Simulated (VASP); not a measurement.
# In (I4/mmm) in VASP: notebook, part 2 of 2

VASP 6.6.1. Earlier steps stand in the parts before.

## 4. Single point, LDA (strain -0.0200 x Voigt [0, 1, 0, 0, 0, 0])

Contents of INCAR:

```
PREC     = Accurate       # precision mode
ENCUT    = 520            # plane-wave cutoff, eV
EDIFF    = 1E-6           # SCF threshold, eV
ISMEAR   = 0              # smearing method
SIGMA    = 0.15           # smearing width, eV
LREAL    = False          # projectors in reciprocal space
LASPH    = True           # aspherical terms in the spheres
NELM     = 60             # most SCF steps
ALGO     = Fast           # electronic algorithm
ISIF     = 2              # what is computed and relaxed
LWAVE    = False          # write WAVECAR
LCHARG   = False          # write CHGCAR
GGA      = CA             # functional
NBANDS   = 12             # bands
```

Contents of KPOINTS:

```
regular mesh
0
Gamma
  18 18 18
```

Contents of POSCAR:

```
In
1.0
   -1.8825252400      1.8448747352      1.8825252400
    1.8825252400     -1.8448747352      1.8825252400
    1.8825252400      1.8448747352     -1.8825252400
In
1
Direct
    0.0000000000      0.0000000000      0.0000000000
```

Run with:

```
> cat potpaw_LDA.64/In_d/POTCAR > POTCAR
> mpirun -np 1 vasp_std > vasp.out
```

Wall time 31 s (1 thread of Intel Xeon 6975P-C (Granite Rapids), shared host); peak memory 0.24 GiB.

It converged, with:

```
Free energy : -3.1964 eV
Pressure    : -2.2 GPa
```

Stress tensor (GPa, compression positive):
```
-2.21  0.00  0.00
 0.00 -2.12  0.00
 0.00  0.00 -2.21
```

Levels at points of the mesh, in eV from the Fermi level:
```tsv
k point	band 3	band 4	band 5	band 6	band 7	band 8	band 9	band 10
(0.00, 0.00, 0.00)	-14.58	-14.31	-14.30	-9.55	10.89	10.89	11.09	13.04
(0.50, 0.00, 0.00)	-14.32	-14.30	-14.13	-3.92	-3.14	5.75	7.21	10.11
(0.00, 0.50, 0.00)	-14.33	-14.31	-14.13	-4.07	-3.20	6.04	7.57	10.44
(0.50, 0.50, 0.50)	-14.17	-14.17	-14.17	0.88	1.10	1.10	1.52	5.31
```

Caveat: the cell differs from its parent crystal (strain -0.0200 x Voigt [0, 1, 0, 0, 0, 0]); spin-orbit coupling is left out, which moves the levels of the heavy elements.

## 5. Single point, LDA (strain -0.0100 x Voigt [0, 1, 0, 0, 0, 0])

Contents of INCAR:

```
SYSTEM = In
PREC = Accurate
ENCUT = 520
EDIFF = 1E-6
ISMEAR = 0
SIGMA = 0.15
LREAL = .FALSE.
LASPH = .TRUE.
NELM = 80
ALGO = Fast
ISIF = 2
LWAVE = .FALSE.
LCHARG = .FALSE.
GGA = CA
NBANDS = 12
```

Contents of KPOINTS:

```
Automatic mesh
0
G
  18 18 18
  0 0 0
```

Contents of POSCAR:

```
In
1.0
   -1.8825252400      1.8636999876      1.8825252400
    1.8825252400     -1.8636999876      1.8825252400
    1.8825252400      1.8636999876     -1.8825252400
In
1
Direct
    0.0000000000      0.0000000000      0.0000000000
```

Potentials or basis: VASP PAW LDA potentials, release 64 (In_d).

Run with:

```
> cat potpaw_LDA.64/In_d/POTCAR > POTCAR
> mpirun -np 1 vasp_std > vasp.out
```

OUTCAR:

```text
SYSTEM = In
   PREC = Accurate
   ENCUT = 520
   EDIFF = 1E-6
   ISMEAR = 0
   LREAL = .FALSE.
   LASPH = .TRUE.
   NELM = 80
   ISIF = 2
   GGA = CA

 ion  position               nearest neighbor table
   1  0.000  0.000  0.000-

  LATTYP: Found a body centered tetragonal cell.
 ALAT       =     3.7650504800
 C/A-ratio  =     0.9900000000

  Lattice vectors:

 A1 = (  -1.8825252400,  -1.8636999876,   1.8825252400)
 A2 = (   1.8825252400,  -1.8636999876,  -1.8825252400)
 A3 = (   1.8825252400,   1.8636999876,   1.8825252400)

Analysis of symmetry for initial positions (statically):
[... 531 lines left out ...]
      6      -0.8643      2.00000
      7      10.8304      0.00000
      8      14.1671      0.00000
      9      15.3547      0.00000
     10      18.1562      0.00000
     11      18.7939      0.00000
     12      20.7551      0.00000

 [... further k-points ...]
[... 5 lines left out ...]
  --------------------------------------------------------------------------------------
  -------------------------------------------------------------------------------------
  Total       -0.4210404     -0.4206739     -0.4210404      0.0000000      0.0000000      0.0000000
  in kB      -25.5338751    -25.5116505    -25.5338751      0.0000000      0.0000000      0.0000000
  external PRESSURE =     -25.5264669 kB  Pullay stress =       0.0000000 kB

 VOLUME and BASIS-vectors are now :
 -----------------------------------------------------------------------------
  energy-cutoff  :      520.00
  volume of cell :       26.42
      direct lattice vectors                 reciprocal lattice vectors
    -1.882525240  1.863699988  1.882525240     0.000000000  0.268283524  0.265600689
     1.882525240 -1.863699988  1.882525240     0.265600689  0.000000000  0.265600689
     1.882525240  1.863699988 -1.882525240     0.265600689  0.268283524  0.000000000

 POSITION                                       TOTAL-FORCE (eV/Angst)
 -----------------------------------------------------------------------------------
      0.00000      0.00000      0.00000         0.000000      0.000000     -0.000000
 -----------------------------------------------------------------------------------
    total drift:                                0.000000      0.000000      0.000000

  FREE ENERGIE OF THE ION-ELECTRON SYSTEM (eV)
  ---------------------------------------------------
  free  energy   TOTEN  =        -3.1925780188 eV

  energy  without entropy=       -3.1874563327  energy(sigma->0) =       -3.19001718
```

OSZICAR:

```text
N       E                     dE             d eps       ncg     rms          rms(c)
DAV:   1     0.780070165964E+02    0.78007E+02   -0.62673E+03 11688   0.136E+03
DAV:   2     0.546497526587E+00   -0.77461E+02   -0.75589E+02 12076   0.291E+02
DAV:   3    -0.313730559304E+01   -0.36838E+01   -0.36720E+01 13756   0.642E+01
DAV:   4    -0.322192398532E+01   -0.84618E-01   -0.84592E-01 14280   0.972E+00
DAV:   5    -0.322565527093E+01   -0.37313E-02   -0.37312E-02 15544   0.181E+00    0.232E+00
RMM:   6    -0.319908683719E+01    0.26568E-01   -0.30728E-02 14103   0.272E+00    0.122E+00
RMM:   7    -0.319299436915E+01    0.60925E-02   -0.11467E-02 13455   0.128E+00    0.254E-01
RMM:   8    -0.319253119459E+01    0.46317E-03   -0.17117E-03 16945   0.651E-01    0.791E-02
RMM:   9    -0.319257424843E+01   -0.43054E-04   -0.57116E-04 17527   0.226E-01    0.246E-02
RMM:  10    -0.319257171877E+01    0.25297E-05   -0.15111E-04 15256   0.219E-01    0.502E-03
RMM:  11    -0.319257798443E+01   -0.62657E-05   -0.63968E-05 18814   0.775E-02    0.667E-03
RMM:  12    -0.319257801880E+01   -0.34373E-07   -0.99062E-06 13989   0.434E-02
   1 F= -.31925780E+01 E0= -.31900172E+01  d E =-.512169E-02
```

Wall time 33 s (1 thread of Intel Xeon 6975P-C (Granite Rapids), shared host); peak memory 0.24 GiB.

Results:

```yaml
Free_energy: -3.1926 eV
Pressure: -2.6 GPa
```

Levels at points of the mesh, in eV from the Fermi level:
```csv
k point,band 4,band 5,band 6,band 7,band 8,band 9
"(0.00, 0.00, 0.00)",-14.31,-14.30,-9.49,10.82,10.82,10.91
"(0.50, 0.00, 0.00)",-14.30,-14.13,-3.95,-3.11,5.75,7.23
"(0.00, 0.50, 0.00)",-14.31,-14.13,-4.02,-3.14,5.89,7.41
"(0.50, 0.50, 0.50)",-14.17,-14.17,0.82,1.17,1.17,1.37
```

Caveat: the cell differs from its parent crystal (strain -0.0100 x Voigt [0, 1, 0, 0, 0, 0]); spin-orbit coupling is left out, which moves the levels of the heavy elements.

## 6. The runs side by side

```tsv
cell	further INCAR settings	gap on the mesh (eV)	pressure (GPa)
a = 3.218 Å, angles 108.4, 111.7, 108.4°, 1 atom	ALGO = Fast; EDIFF = 1e-07; NBANDS = 12	none	-1.4
a = 3.228 Å, angles 108.7, 111.1, 108.7°, 1 atom	ALGO = Fast; EDIFF = 1e-06; NBANDS = 12	none	-1.8
a = 3.239 Å, angles 108.9, 110.6, 108.9°, 1 atom	ALGO = Fast; EDIFF = 1e-06; NBANDS = 12	none	-2.2
a = 3.250 Å, angles 109.2, 110.0, 109.2°, 1 atom	ALGO = Fast; EDIFF = 1e-06; NBANDS = 12	none	-2.6
```

Alike in all rows: task single point; level LDA; potentials or basis VASP PAW LDA potentials, release 64 (In_d); no spin polarisation; k mesh 18 × 18 × 18; cutoff (eV) 520; smearing gaussian 0.15 eV.

Caveats: spin-orbit coupling is left out, which moves the levels of the heavy elements.

Total energies depend on the potentials used, so only differences within one code and one set of settings carry meaning.
